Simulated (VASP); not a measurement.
# Al (P6_3/mmc) in VASP: notebook

Al is run at these levels: PBE+D3(BJ); tasks: single point.

Program: VASP 6.6.1. These are calculated values, not measurements. Logs are shortened: lines on timing, memory, paths and dates and some standing lists are left out, and cuts for length are marked.

**1. The cell of the first run**

It takes space group P6_3/mmc (No. 194, hexagonal). Conventional cell: a = 2.804 Å, b = 2.804 Å, c = 4.675 Å, α = 90.00°, β = 90.00°, γ = 120.00°. Within 3.7 Å of Al (site symmetry -6m2) lie 12 Al at 2.80 to 2.84 Å.

**2. Single point, PBE+D3(BJ)**

INCAR

```
PREC     = Accurate       # precision mode
ENCUT    = 520            # plane-wave cutoff, eV
EDIFF    = 1E-7           # SCF threshold, eV
ISMEAR   = 0              # smearing method
SIGMA    = 0.1            # smearing width, eV
LREAL    = False          # projectors in reciprocal space
LASPH    = True           # aspherical terms in the spheres
NELM     = 80             # most SCF steps
ALGO     = Normal         # electronic algorithm
ISIF     = 2              # what is computed and relaxed
LWAVE    = False          # write WAVECAR
LCHARG   = False          # write CHGCAR
GGA      = PE             # functional
IVDW     = 12             # dispersion correction
NBANDS   = 10             # bands
```

KPOINTS

```
regular mesh
0
Gamma
  18 18 10
```

POSCAR

```
Al
1.0
    2.8035700760      0.0000000000      0.0000000000
   -1.4017850380      2.4279629071      0.0000000000
    0.0000000000      0.0000000000      4.6750896295
Al
2
Direct
    0.6666666667      0.3333333333      0.7500000000
    0.3333333333      0.6666666667      0.2500000000
```

Potentials or basis: VASP PAW PBE potentials, release 64 (Al).

Command:

```bash
$ cat potpaw_PBE.64/Al/POTCAR > POTCAR
$ mpirun -np 1 vasp_std > vasp.out
```

OUTCAR:

```text
PREC = Accurate
   ENCUT = 520
   EDIFF = 1E-7
   ISMEAR = 0
   LREAL = False
   LASPH = True
   NELM = 80
   ISIF = 2
   GGA = PE
   IVDW = 12
 IVDW          = 12

 ion  position               nearest neighbor table
   1  0.667  0.333  0.750-   2 2.84   2 2.84   2 2.84   2 2.84   2 2.84   2 2.84
   2  0.333  0.667  0.250-   1 2.84   1 2.84   1 2.84   1 2.84   1 2.84   1 2.84

  LATTYP: Found a hexagonal cell.
 ALAT       =     2.8035700760
 C/A-ratio  =     1.6675486978

  Lattice vectors:

 A1 = (   2.8035700760,   0.0000000000,   0.0000000000)
 A2 = (  -1.4017850380,   2.4279629071,   0.0000000000)
 A3 = (   0.0000000000,   0.0000000000,   4.6750896295)

Analysis of symmetry for initial positions (statically):
=====================================================================
 Subroutine PRICEL returns:
 Original cell was already a primitive cell.

 Routine SETGRP: Setting up the symmetry group for a
 hexagonal supercell.

 Subroutine GETGRP returns: Found 24 space group operations
 (whereof 12 operations were pure point group operations)
 out of a pool of 24 trial point group operations.

The static configuration has the point symmetry D_3d.
 The point group associated with its full space group is D_6h.

Analysis of symmetry for dynamics (positions and initial velocities):
=====================================================================
 Subroutine PRICEL returns:
 Original cell was already a primitive cell.

 Routine SETGRP: Setting up the symmetry group for a
 hexagonal supercell.

 Subroutine GETGRP returns: Found 24 space group operations
 (whereof 12 operations were pure point group operations)
 out of a pool of 24 trial point group operations.

The dynamic configuration has the point symmetry D_3d.
 The point group associated with its full space group is D_6h.

 Subroutine INISYM returns: Found 24 space group operations
 (whereof 12 operations are pure point group operations),
 and found     1 'primitive' translations

----------------------------------------------------------------------------------------

                                     Primitive cell

  volume of cell :      31.8232

  direct lattice vectors                    reciprocal lattice vectors
     2.803570076  0.000000000  0.000000000     0.356688070  0.205933953  0.000000000
    -1.401785038  2.427962907  0.000000000     0.000000000  0.411867907  0.000000000
     0.000000000  0.000000000  4.675089630     0.000000000  0.000000000  0.213899642

  length of vectors
     2.803570076  2.803570076  4.675089630     0.411867907  0.411867907  0.213899642

  position of ions in fractional coordinates (direct lattice)
     0.666666667  0.333333333  0.750000000
     0.333333333  0.666666667  0.250000000

  ion indices of the primitive-cell ions
   primitive index   ion index
                 1           1
                 2           2

----------------------------------------------------------------------------------------

 KPOINTS: regular mesh

Automatic generation of k-mesh.
 Grid dimensions read from file:
 generate k-points for:   18   18   10

 Generating k-lattice:

  Cartesian coordinates                     Fractional coordinates (reciprocal lattice)
     0.019816004  0.011440775  0.000000000     0.055555556  0.000000000  0.000000000
     0.000000000  0.022881550  0.000000000     0.000000000  0.055555556  0.000000000
     0.000000000  0.000000000  0.021389964     0.000000000  0.000000000  0.100000000

  Length of vectors
     0.022881550  0.022881550  0.021389964

  Shift w.r.t. Gamma in fractional coordinates (k-lattice)
     0.000000000  0.000000000  0.000000000

 Subroutine IBZKPT returns following result:
 ===========================================

 Found    222 irreducible k-points:

 Following reciprocal coordinates:
            Coordinates               Weight
  0.000000  0.000000  0.000000      1.000000
  0.055556 -0.000000  0.000000      6.000000
  0.111111 -0.000000  0.000000      6.000000
  0.166667 -0.000000  0.000000      6.000000
  0.222222 -0.000000  0.000000      6.000000
  0.277778 -0.000000  0.000000      6.000000
[... 16 lines left out ...]
  0.333333  0.111111  0.000000     12.000000
  0.388889  0.111111  0.000000     12.000000
 [... further k-points ...]
   k-points           NKPTS =    222   k-points in BZ     NKDIM =    222   number of bands    NBANDS=     10
   number of dos      NEDOS =    301   number of ions     NIONS =      2
   total plane-waves  NPLWV =  20736
   dimension x,y,z NGX =    24 NGY =   24 NGZ =   36
   dimension x,y,z NGXF=    48 NGYF=   48 NGZF=   72
   ions per type =               2
   NGX,Y,Z   is equivalent  to a cutoff of  14.23, 14.23, 12.80 a.u.
   NGXF,Y,Z  is equivalent  to a cutoff of  28.46, 28.46, 25.60 a.u.
 SYSTEM =  unknown system
   PREC   = accura    normal or accurate (medium, high low for compatibility)
   ISTART =      0    job   : 0-new  1-cont  2-samecut
   ICHARG =      2    charge: 1-file 2-atom 10-const
   ISPIN  =      1    spin polarized calculation?
   LNONCOLLINEAR =      F non collinear calculations
   LSORBIT =      F    spin-orbit coupling
   LASPH  =      T    aspherical Exc in radial PAW
   ENCUT  =  520.0 eV  38.22 Ry    6.18 a.u.   5.21  5.21  8.69*2*pi/ulx,y,z
   NELM   =     80;   NELMIN=  2; NELMDL= -5     # of ELM steps
   EDIFF  = 0.1E-06   stopping-criterion for ELM
   LREAL  =      F    real-space projection
   EDIFFG = 0.1E-05   stopping-criterion for IOM
   NSW    =      0    number of steps for IOM
   IBRION =     -1    ionic relax: 0-MD 1-quasi-New 2-CG
   NFREE  =      0    steps in history (QN), initial steepest desc. (CG)
   ISIF   =      2    stress and relaxation
   ISYM   =      2    0-nonsym 1-usesym 2-fastsym
   POTIM  = 0.5000    time-step for ionic-motion
   TEBEG  =    0.0;   TEEND  =   0.0 temperature during run
   PSTRESS=    0.0 pullay stress
   NELECT =       6.0000    total number of electrons
   NUPDOWN=      -1.0000    fix difference up-down
   EMIN   =  10.00;   EMAX   =-10.00  energy-range for DOS
   EFERMI =   0.00;   METHOD = LEGACY
   ISMEAR =     0;   SIGMA  =   0.10  broadening in eV -4-tet -1-fermi 0-gaus
   EFERMI_NEDOS =   21; number of points for ismear=-14 and -15
   IALGO  =     38    algorithm
   IMIX   =      4    mixing-type and parameters
     AMIX     =   0.40;   BMIX     =  1.00
     AMIX_MAG =   1.60;   BMIX_MAG =  1.00
  volume/ion in A,a.u.               =      15.91       107.38
  Fermi-wavevector in a.u.,A,eV,Ry     =   0.938737  1.773956 11.989833  0.881228
  Thomas-Fermi vector in A             =   2.065979
   LORBIT       =      0    0 simple, 1 ext, 2 COOP (PROOUT), +10 PAW based schemes
   GGA     = PE    functional components
   LHFCALC =     F    Hartree Fock is set to
   AEXX    =    0.0000 exact exchange contribution
   IVDW    =    12    specifies the selected vdW correction
   LEPSILON=     F    determine dielectric tensor
   LRPA    =     F    only Hartree local field effects (RPA)
 non-spin polarized calculation
 Gauss-broadening in eV      SIGMA  =   0.10
  energy-cutoff  :      520.00
  volume of cell :       31.82
 maximum number of plane-waves:       881
 NGX is ok and might be reduce to    24

 number of electron       6.0000000 magnetization

 Free energy of the ion-electron system (eV)
  ---------------------------------------------------
  ext. energy  EPLUGINS =         0.00000000
  ---------------------------------------------------
  free energy    TOTEN  =        -7.40883803 eV

  energy without entropy =       -7.40382351  energy(sigma->0) =       -7.40633077

 E-fermi :   8.3763     XC(G=0): -10.3302

 val. band max:        8.3703815350   @ k =   0.3333   0.2778   0.5000
 cond. band min:       8.3947401605   @ k =   0.5000  -0.0000   0.1000
 fundamental gap:      0.0243586256
 Fermi energy:         8.3762798792

 k-point     1 :       0.0000    0.0000    0.0000
  band No.  band energies     occupation
      1      -3.0064      2.00000
      2       3.5355      2.00000
      3       3.6912      2.00000
      4      19.6097      0.00000
      5      19.6097      0.00000
      6      19.8426      0.00000
      7      19.8426      0.00000
      8      20.3880      0.00000
      9      22.4913      0.00000
     10      23.0539      0.00000

 k-point     2 :       0.0556   -0.0000    0.0000
  band No.  band energies     occupation
      1      -2.9289      2.00000
      2       3.6073      2.00000
      3       3.7667      2.00000
      4      17.9028      0.00000
      5      18.6018      0.00000
      6      19.6474      0.00000
      7      20.9748      0.00000
      8      21.1182      0.00000
      9      22.4868      0.00000
     10      23.4698      0.00000

 k-point     3 :       0.1111   -0.0000    0.0000
  band No.  band energies     occupation
      1      -2.6968      2.00000
      2       3.8229      2.00000
      3       3.9925      2.00000
      4      15.7657      0.00000
      5      17.6175      0.00000
      6      18.8596      0.00000
      7      21.0566      0.00000
      8      21.6174      0.00000
      9      22.2553      0.00000
     10      22.4738      0.00000

 k-point     4 :       0.1667   -0.0000    0.0000
  band No.  band energies     occupation
      1      -2.3108      2.00000
      2       4.1822      2.00000
      3       4.3654      2.00000
      4      13.6487      0.00000
      5      16.7640      0.00000
      6      17.8927      0.00000
      7      19.6398      0.00000
      8      19.8277      0.00000
      9      22.2014      0.00000
     10      22.3883      0.00000
[... 222 lines left out ...]
 k-point    22 :       0.2778    0.1111    0.0000
  band No.  band energies     occupation
      1      -0.0185      2.00000
      2       6.3360      2.00000
      3       6.3839      2.00000
      4       8.2812      1.82131
      5      11.8577      0.00000
      6      14.1448      0.00000
      7      14.6790      0.00000
      8      18.1973      0.00000
      9      18.2869      0.00000
     10      19.7969      0.00000

 k-point    23 :       0.3333    0.1111    0.0000
  band No.  band energies     occupation
      1       0.9621      2.00000
      2       6.0842      2.00000
      3       7.2641      2.00000
      4       7.8310      2.00000
      5      11.3560      0.00000
      6      12.5169      0.00000
      7      13.3131      0.00000
      8      17.8137      0.00000
      9      17.9784      0.00000
     10      19.4826      0.00000

 k-point    24 :       0.3889    0.1111    0.0000
  band No.  band energies     occupation
      1       2.0829      2.00000
      2       4.7098      2.00000
      3       8.3158      1.60737
      4       8.6875      0.00001
      5      10.7100      0.00000
      6      11.0408      0.00000
      7      12.3706      0.00000
      8      17.5858      0.00000
      9      17.7917      0.00000
     10      19.2895      0.00000

 [... further k-points ...]

------------------------ aborting loop because EDIFF is reached ----------------------------------------

 Edisp (eV)   -0.69846

 E8    (eV) :    -0.3125

  FORCE on cell =-STRESS in cart. coord.  units (eV):
  Direction    XX          YY          ZZ          XY          YZ          ZX
  --------------------------------------------------------------------------------------
  -------------------------------------------------------------------------------------
  Total      -0.00553    -0.00553     0.00124     0.00000    -0.00000     0.00000
  in kB      -0.27818    -0.27818     0.06235     0.00000    -0.00000     0.00000
  external pressure =       -0.16 kB  Pullay stress =        0.00 kB

 VOLUME and BASIS-vectors are now :
 -----------------------------------------------------------------------------
  energy-cutoff  :      520.00
  volume of cell :       31.82
      direct lattice vectors                 reciprocal lattice vectors
     2.803570076  0.000000000  0.000000000     0.356688070  0.205933953  0.000000000
    -1.401785038  2.427962907  0.000000000     0.000000000  0.411867907  0.000000000
     0.000000000  0.000000000  4.675089630     0.000000000  0.000000000  0.213899642

 POSITION                                       TOTAL-FORCE (eV/Angst)
 -----------------------------------------------------------------------------------
      1.40179      0.80932      3.50632         0.000000     -0.000000      0.000000
     -0.00000      1.61864      1.16877        -0.000000      0.000000      0.000000
 -----------------------------------------------------------------------------------
    total drift:                               -0.000000      0.000000     -0.000000

  FREE ENERGIE OF THE ION-ELECTRON SYSTEM (eV)
  ---------------------------------------------------
  free  energy   TOTEN  =        -8.1072974884 eV

  energy  without entropy=       -8.1022829741  energy(sigma->0) =       -8.10479023
```

Wall time 47 s (1 thread of AMD EPYC 7R13 (Zen 3), shared host); peak memory 0.17 GiB.

What came out:

| Item | Value |
| --- | --- |
| Free energy | -8.1073 eV |
| Pressure | 0.0 GPa |
| Band gap on the k mesh | zero (band 3 reaches 12.42 eV, above the bottom of band 4 at 5.17 eV) |
| Dispersion energy per atom | -0.349 eV |

Levels at points of the mesh, in eV from the Fermi level:
```tsv
k point	band 1	band 2	band 3	band 4	band 5	band 6	band 7	band 8
(0.00, 0.00, 0.00)	-11.38	-4.84	-4.69	11.23	11.23	11.47	11.47	12.01
(0.50, 0.00, 0.00)	-5.31	-5.20	0.61	1.02	1.43	1.72	6.03	7.76
(0.00, 0.00, 0.50)	-9.70	-9.70	3.13	3.13	12.32	12.32	12.32	12.32
(0.50, 0.00, 0.50)	-4.00	-4.00	-3.21	-3.21	7.47	7.47	7.64	7.64
```

Caveat: pairwise dispersion overbinds metals, which lowers pressure and volume.

**3. Single point, PBE+D3(BJ)**

This run uses another cell than the first one: it holds 6 atoms, not 2.

INCAR

```
PREC = Accurate
ENCUT = 520
EDIFF = 1E-6
ISMEAR = 0
SIGMA = 0.15
LREAL = False
LASPH = True
NELM = 80
ALGO = Fast
ISIF = 2
LWAVE = False
LCHARG = False
GGA = PE
IVDW = 12
NBANDS = 18
```

KPOINTS

```
regular mesh
0
Gamma
  18 18 3
```

POSCAR

```
Al
1.0
   -2.8035700760      0.0000000000      0.0000000000
   -1.4017850380     -2.4279629071      0.0000000000
    0.0000000000      0.0000000000     14.0252688885
Al
6
Direct
    0.6666666667      0.6666666667      0.2500000000
    0.6666666667      0.6666666667      0.5833333333
    0.6666666667      0.6666666667      0.9166666667
    0.3333333333      0.3333333333      0.0833333333
    0.3333333333      0.3333333333      0.4166666667
    0.3333333333      0.3333333333      0.7500000000
```

Potentials or basis: VASP PAW PBE potentials, release 64 (Al).

Command:

```bash
$ cat potpaw_PBE.64/Al/POTCAR > POTCAR
$ mpirun -np 1 vasp_std > vasp.out
```

Wall time 2 min (1 thread of AMD EPYC 7R13 (Zen 3), shared host); peak memory 0.25 GiB.

The run converged. Its results:

```yaml
Free_energy: -24.3437 eV
Pressure: 0.0 GPa
Band_gap_on_the_k_mesh: zero (band 9 reaches 11.60 eV, above the bottom of band 10 at 6.12 eV)
Dispersion_energy_per_atom: -0.349 eV
```

Stress tensor (GPa, compression positive):
```
 0.71  0.00  0.00
 0.00  0.71  0.00
 0.00  0.00 -1.32
```

Levels at points of the mesh, in eV from the Fermi level:
```
           k point  band 5  band 6  band 7  band 8  band 9  band 10  band 11  band 12
(0.00, 0.00, 0.00)   -8.40   -4.83   -4.68    0.20    0.20     6.33     6.33    11.24
(0.50, 0.00, 0.00)   -4.52   -4.52   -2.32   -2.32   -2.25    -2.25     0.61     1.02
```

Caveat: pairwise dispersion overbinds metals, which lowers pressure and volume.

(Part 1 of 2 ends here.)
